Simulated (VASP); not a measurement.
# Mg4O in VASP: relaxation of the atoms with PBEsol

Aim: the relaxation of the atoms of Mg4O with PBEsol.

All numbers are computed with VASP 6.6.1; they aren't measurements. Logs are shortened: lines on timing, memory, paths and dates and some standing lists are left out, and cuts for length are marked.

## 1. The cell of the first run

The cell holds a slab with vacuum, 5 atoms: a = 3.188 Å, b = 5.108 Å, c = 19.136 Å, α = 90.00°, β = 90.00°, γ = 90.00°.

## 2. Relaxation of the atoms, PBEsol

Input file INCAR:

```
SYSTEM = Mg4O
PREC = Accurate
ENCUT = 520
EDIFF = 1E-6
ISMEAR = 0
SIGMA = 0.1
LREAL = .FALSE.
LASPH = .TRUE.
NELM = 80
ALGO = Normal
ISIF = 2
LWAVE = .FALSE.
LCHARG = .FALSE.
LDIPOL = .TRUE.
IDIPOL = 3
DIPOL = 0.5 0.5 0.331
GGA = PS
IBRION = 2
NSW = 36
EDIFFG = -0.025
```

Input file KPOINTS:

```
regular mesh
0
G
  8 5 1
  0 0 0
```

Input file POSCAR:

```
Mg4O
1.0
    3.1881999939      0.0000000000      0.0000000000
    0.0000000000      5.1084658709      0.0000000000
    0.0000000000      0.0000000000     19.1358427726
Mg O
4 1
Selective dynamics
Direct
    0.0000000000      0.7500000000      0.2090318178  F F F
    0.5000000000      0.2500000000      0.2571276385  F F F
    0.5000000000      0.7500000000      0.3576109084  F F F
    0.0000000000      0.2500000000      0.3990335238  F F F
    0.3750000000      0.5000000000      0.4314334556  F F T
```

Potentials or basis: VASP PAW PBE potentials, release 64 (Mg, O).

On the command line:

```
$ cat potpaw_PBE.64/Mg/POTCAR potpaw_PBE.64/O/POTCAR > POTCAR
$ mpirun -np 1 vasp_std > vasp.out
```

OUTCAR:

```text
SYSTEM = Mg4O
   PREC = Accurate
   ENCUT = 520
   EDIFF = 1E-6
   ISMEAR = 0
   LREAL = .FALSE.
   LASPH = .TRUE.
   NELM = 80
   ISIF = 2
   GGA = PS
   IBRION = 2
   NSW = 36
   EDIFFG = -0.025

 ion  position               nearest neighbor table
   1  0.000  0.750  0.209-   2 3.15   2 3.15   2 3.15   2 3.15   3 3.26   3 3.26
   2  0.500  0.250  0.257-   1 3.15   1 3.15   1 3.15   1 3.15   4 3.15   4 3.15   3 3.20   3 3.20

   3  0.500  0.750  0.358-   5 1.95   4 3.11   4 3.11   4 3.11   4 3.11   2 3.20   2 3.20   1 3.26
                             1 3.26
   4  0.000  0.250  0.399-   5 1.86   5 2.45   3 3.11   3 3.11   3 3.11   3 3.11   2 3.15   2 3.15

   5  0.375  0.500  0.431-   4 1.86   3 1.95   4 2.45

  LATTYP: Found a simple orthorhombic cell.
 ALAT       =     3.1881999939
 B/A-ratio  =     1.6023040840
 C/A-ratio  =     6.0020835610

  Lattice vectors:

 A1 = (   3.1881999939,   0.0000000000,   0.0000000000)
 A2 = (   0.0000000000,   5.1084658709,   0.0000000000)
 A3 = (   0.0000000000,   0.0000000000,  19.1358427726)

Analysis of symmetry for initial positions (statically):
=====================================================================
 Subroutine PRICEL returns:
 Original cell was already a primitive cell.

 Routine SETGRP: Setting up the symmetry group for a
 simple orthorhombic supercell.

 Subroutine GETGRP returns: Found  1 space group operations
 (whereof  1 operations were pure point group operations)
 out of a pool of  8 trial point group operations.

The static configuration has the point symmetry C_1 .

Analysis of symmetry for dynamics (positions and initial velocities):
=====================================================================
 Subroutine PRICEL returns:
 Original cell was already a primitive cell.

 Routine SETGRP: Setting up the symmetry group for a
 simple orthorhombic supercell.

 Subroutine GETGRP returns: Found  1 space group operations
 (whereof  1 operations were pure point group operations)
 out of a pool of  8 trial point group operations.

The dynamic configuration has the point symmetry C_1 .

Analysis of constrained symmetry for selective dynamics:
=====================================================================
 Subroutine PRICEL returns:
 Original cell was already a primitive cell.

 Routine SETGRP: Setting up the symmetry group for a
 simple orthorhombic supercell.

 Subroutine GETGRP returns: Found  1 space group operations
 (whereof  1 operations were pure point group operations)
 out of a pool of  8 trial point group operations.

The constrained configuration has the point symmetry C_1 .

 Subroutine INISYM returns: Found  1 space group operations
 (whereof  1 operations are pure point group operations),
 and found     1 'primitive' translations

----------------------------------------------------------------------------------------

                                     Primitive cell

  volume of cell :     311.6619

  direct lattice vectors                    reciprocal lattice vectors
     3.188199994  0.000000000  0.000000000     0.313656609  0.000000000  0.000000000
     0.000000000  5.108465871  0.000000000     0.000000000  0.195753486  0.000000000
     0.000000000  0.000000000 19.135842773     0.000000000  0.000000000  0.052257954

  length of vectors
     3.188199994  5.108465871 19.135842773     0.313656609  0.195753486  0.052257954

  position of ions in fractional coordinates (direct lattice)
     0.000000000  0.750000000  0.209031818
     0.500000000  0.250000000  0.257127639
     0.500000000  0.750000000  0.357610908
     0.000000000  0.250000000  0.399033524
     0.375000000  0.500000000  0.431433456

  ion indices of the primitive-cell ions
   primitive index   ion index
                 1           1
                 2           2
                 3           3
                 4           4
                 5           5

----------------------------------------------------------------------------------------

 KPOINTS: regular mesh

Automatic generation of k-mesh.
 Grid dimensions read from file:
 generate k-points for:    8    5    1

 Generating k-lattice:

  Cartesian coordinates                     Fractional coordinates (reciprocal lattice)
     0.039207076  0.000000000  0.000000000     0.125000000  0.000000000  0.000000000
     0.000000000  0.039150697  0.000000000     0.000000000  0.200000000  0.000000000
     0.000000000  0.000000000  0.052257954     0.000000000  0.000000000  1.000000000

  Length of vectors
     0.039207076  0.039150697  0.052257954

  Shift w.r.t. Gamma in fractional coordinates (k-lattice)
     0.000000000  0.000000000  0.000000000

 Subroutine IBZKPT returns following result:
 ===========================================

 Found     21 irreducible k-points:

 Following reciprocal coordinates:
            Coordinates               Weight
  0.000000  0.000000  0.000000      1.000000
  0.125000  0.000000  0.000000      2.000000
  0.250000  0.000000  0.000000      2.000000
  0.375000  0.000000  0.000000      2.000000
  0.500000  0.000000  0.000000      1.000000
  0.000000  0.200000  0.000000      2.000000
[... 13 lines left out ...]
  0.375000 -0.400000  0.000000      2.000000
  0.500000  0.400000  0.000000      2.000000
   k-points           NKPTS =     21   k-points in BZ     NKDIM =     21   number of bands    NBANDS=     11
   number of dos      NEDOS =    301   number of ions     NIONS =      5
   total plane-waves  NPLWV = 138240
   dimension x,y,z NGX =    24 NGY =   40 NGZ =  144
   dimension x,y,z NGXF=    48 NGYF=   80 NGZF=  288
   ions per type =               4   1
   NGX,Y,Z   is equivalent  to a cutoff of  12.51, 13.02, 12.51 a.u.
   NGXF,Y,Z  is equivalent  to a cutoff of  25.03, 26.03, 25.02 a.u.
 SYSTEM =  Mg4O
   PREC   = accura    normal or accurate (medium, high low for compatibility)
   ISTART =      0    job   : 0-new  1-cont  2-samecut
   ICHARG =      2    charge: 1-file 2-atom 10-const
   ISPIN  =      1    spin polarized calculation?
   LNONCOLLINEAR =      F non collinear calculations
   LSORBIT =      F    spin-orbit coupling
   LASPH  =      T    aspherical Exc in radial PAW
   ENCUT  =  520.0 eV  38.22 Ry    6.18 a.u.   5.93  9.50 35.58*2*pi/ulx,y,z
   NELM   =     80;   NELMIN=  2; NELMDL= -5     # of ELM steps
   EDIFF  = 0.1E-05   stopping-criterion for ELM
   LREAL  =      F    real-space projection
   EDIFFG = -.3E-01   stopping-criterion for IOM
   NSW    =     36    number of steps for IOM
   IBRION =      2    ionic relax: 0-MD 1-quasi-New 2-CG
   NFREE  =      1    steps in history (QN), initial steepest desc. (CG)
   ISIF   =      2    stress and relaxation
   ISYM   =      2    0-nonsym 1-usesym 2-fastsym
   POTIM  = 0.5000    time-step for ionic-motion
   TEBEG  =    0.0;   TEEND  =   0.0 temperature during run
   PSTRESS=    0.0 pullay stress
   NELECT =      14.0000    total number of electrons
   NUPDOWN=      -1.0000    fix difference up-down
   EMIN   =  10.00;   EMAX   =-10.00  energy-range for DOS
   EFERMI =   0.00;   METHOD = LEGACY
   ISMEAR =     0;   SIGMA  =   0.10  broadening in eV -4-tet -1-fermi 0-gaus
   EFERMI_NEDOS =   21; number of points for ismear=-14 and -15
   IALGO  =     38    algorithm
   IMIX   =      4    mixing-type and parameters
     AMIX     =   0.40;   BMIX     =  1.00
     AMIX_MAG =   1.60;   BMIX_MAG =  1.00
  volume/ion in A,a.u.               =      62.33       420.64
  Fermi-wavevector in a.u.,A,eV,Ry     =   0.581955  1.099736  4.607912  0.338672
  Thomas-Fermi vector in A             =   1.626667
   LORBIT       =      0    0 simple, 1 ext, 2 COOP (PROOUT), +10 PAW based schemes
   GGA     = PS    functional components
   LHFCALC =     F    Hartree Fock is set to
   AEXX    =    0.0000 exact exchange contribution
   IVDW    =     0    specifies the selected vdW correction
   LEPSILON=     F    determine dielectric tensor
   LRPA    =     F    only Hartree local field effects (RPA)
 conjugate gradient relaxation of ions
 non-spin polarized calculation
 Gauss-broadening in eV      SIGMA  =   0.10
  energy-cutoff  :      520.00
  volume of cell :      311.66
 maximum number of plane-waves:      8432
 NGX is ok and might be reduce to    24
   NGX = 11   NGY = 19   NGZ = 71

--------------------------------------- Ionic step        1  -------------------------------------------

 number of electron      13.9999999 magnetization

 Free energy of the ion-electron system (eV)
  ---------------------------------------------------
  ext. energy  EPLUGINS =         0.00000000
  ---------------------------------------------------
  free energy    TOTEN  =       -13.90127316 eV

  energy without entropy =      -13.88178484  energy(sigma->0) =      -13.89152900

------------------------ aborting loop because EDIFF is reached ----------------------------------------

  FORCE on cell =-STRESS in cart. coord.  units (eV):
  Direction    XX          YY          ZZ          XY          YZ          ZX
  --------------------------------------------------------------------------------------
  -------------------------------------------------------------------------------------
  Total       -0.3472216     -1.7441200     -1.3400020      1.5607285      0.2862911      0.9277577
  in kB       -1.7849815     -8.9660941     -6.8886225      8.0233235      1.4717525      4.7693752
  external PRESSURE =      -5.8798994 kB  Pullay stress =       0.0000000 kB
[... 63 lines left out ...]
  energy  without entropy=      -13.9626327361  energy(sigma->0) =      -13.97216858

--------------------------------------- Ionic step        3  -------------------------------------------

 number of electron      13.9999999 magnetization

 dipolmoment           0.000000      0.000000      0.093116 electrons x Angstroem

 Free energy of the ion-electron system (eV)
  ---------------------------------------------------
  ext. energy  EPLUGINS =         0.00000000
  ---------------------------------------------------
  free energy    TOTEN  =       -14.02632292 eV

  energy without entropy =      -14.00860911  energy(sigma->0) =      -14.01746601

 E-fermi :  -1.9982     XC(G=0):  -3.4774

 val. band max:       -2.0263504707   @ k =   0.0000   0.0000   0.0000
 cond. band min:      -1.9845899844   @ k =   0.1250  -0.4000   0.0000
 fundamental gap:      0.0417604863
 Fermi energy:        -1.9982351943

 k-point     1 :       0.0000    0.0000    0.0000
  band No.  band energies     occupation
      1     -19.2630      2.00000
      2      -7.9401      2.00000
      3      -5.7024      2.00000
      4      -5.4878      2.00000
      5      -4.4756      2.00000
      6      -3.9958      2.00000
      7      -2.4826      2.00000
      8      -2.0264      1.30908
      9      -1.7203      0.00008
     10       0.2996      0.00000
     11       0.9144      0.00000
[... 267 lines left out ...]
 k-point    21 :       0.5000    0.4000    0.0000
  band No.  band energies     occupation
      1     -19.0164      2.00000
      2      -6.0957      2.00000
      3      -5.4313      2.00000
      4      -4.7568      2.00000
      5      -3.3778      2.00000
      6      -3.1756      2.00000
      7      -2.2839      1.99995
      8      -1.9627      0.61508
      9      -0.7706      0.00000
     10      -0.3184      0.00000
     11       0.6622      0.00000

------------------------ aborting loop because EDIFF is reached ----------------------------------------

 vacuum level on the upper side and lower side of the slab       (xc-potential included)         0.374        -0.661

  FORCE on cell =-STRESS in cart. coord.  units (eV):
  Direction    XX          YY          ZZ          XY          YZ          ZX
  --------------------------------------------------------------------------------------
  -------------------------------------------------------------------------------------
  Total        0.0851320      0.3601174      0.4279763      2.5562715     -0.6795069      0.6034567
  in kB        0.4376426      1.8512753      2.2001212     13.1411662     -3.4931785      3.1022231
  external PRESSURE =       1.4963464 kB  Pullay stress =       0.0000000 kB

 VOLUME and BASIS-vectors are now :
 -----------------------------------------------------------------------------
  energy-cutoff  :      520.00
  volume of cell :      311.66
      direct lattice vectors                 reciprocal lattice vectors
     3.188199994  0.000000000  0.000000000     0.313656609  0.000000000  0.000000000
     0.000000000  5.108465871  0.000000000     0.000000000  0.195753486  0.000000000
     0.000000000  0.000000000 19.135842773     0.000000000  0.000000000  0.052257954
[... 11 lines left out ...]
  FREE ENERGIE OF THE ION-ELECTRON SYSTEM (eV)
  ---------------------------------------------------
  free  energy   TOTEN  =       -14.0263229177 eV

  energy  without entropy=      -14.0086091109  energy(sigma->0) =      -14.01746601

 reached required accuracy - stopping structural energy minimisation

 vacuum level on the upper side and lower side of the slab         2.533         1.460
```

Run time: 7.8 min. Hardware: 1 thread of Intel Xeon Platinum 8375C at 2.90GHz (Ice Lake), shared host; peak memory 0.42 GiB.

What came out:

```
Free energy               : -14.0263 eV
Energy gained by relaxing : 25.0 meV/atom
Ionic steps               : 3
Band gap on the k mesh    : zero (bands 7 and 8 overlap by 0.65 eV)
```

The path:
| step | energy change (eV) | largest force on free atoms (eV/Å) | pressure (GPa) |
| --- | --- | --- | --- |
| 1 | 0.0000 | 1.4331 | -0.59 |
| 2 | -0.0804 | 0.8833 | -0.31 |
| 3 | -0.1250 | 0.0096 | 0.15 |

Final structure:
```xyz
5
Lattice="3.1882 0.0000 0.0000 0.0000 5.1085 0.0000 0.0000 0.0000 19.1358" Properties=species:S:1:pos:R:3 pbc="T T T"
Mg    0.0000    3.8313    4.0000
Mg    1.5941    1.2771    4.9204
Mg    1.5941    3.8313    6.8432
Mg    0.0000    1.2771    7.6358
O     1.1956    2.5542    8.0889
```

Levels at points of the mesh, in eV from the Fermi level:
```
           k point  band 3  band 4  band 5  band 6  band 7  band 8  band 9  band 10  band 11
(0.00, 0.00, 0.00)   -3.70   -3.49   -2.48   -2.00   -0.48   -0.03    0.28     2.30     2.91
(0.50, 0.00, 0.00)   -3.18   -2.98   -1.99   -1.73    0.49    0.73    2.59     2.81     3.20
```

Caveat: the PAW data sets were made with another functional, which shifts forces and pressure a little.

The gap in the log of VASP goes by the Fermi energy; the results here count the filled bands.